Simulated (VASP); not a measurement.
SnO2, 24 atoms in the cell. The cell holds a slab with vacuum, 24 atoms: a = 6.460 Å, b = 6.779 Å, c = 24.017 Å, α = 90.00°, β = 90.00°, γ = 90.00°. 

* Program: VASP 6.6.1
* Task: single point
* Functional: PBE
* Dispersion: D3(BJ)
* Potentials or basis: VASP PAW PBE potentials, release 64 (O, Sn_d)
* Cutoff: 520 eV
* k mesh: 3 × 2 × 1
* Occupations: gaussian, width 0.05 eV
* Spin: no spin polarisation
* Dipole correction: yes
* Further INCAR settings: LREAL = Auto; ALGO = Normal; EDIFF = 1e-06; NBANDS = 122

Potentials or basis: VASP PAW PBE potentials, release 64 (O, Sn_d).

Run with:

```sh
$ cat potpaw_PBE.64/O/POTCAR potpaw_PBE.64/Sn_d/POTCAR > POTCAR
$ mpirun -np 1 vasp_std > vasp.out
```

Hardware: 1 thread of AMD EPYC 7R43 64-Core Processor (Zen 3), on a shared host.

How long does it take, and how much memory?

Wall time 21 min on 1 thread of AMD EPYC 7R43 64-Core Processor (Zen 3), on a shared host, peak memory 0.92 GiB. Counts: scf iterations 27, k points 4.
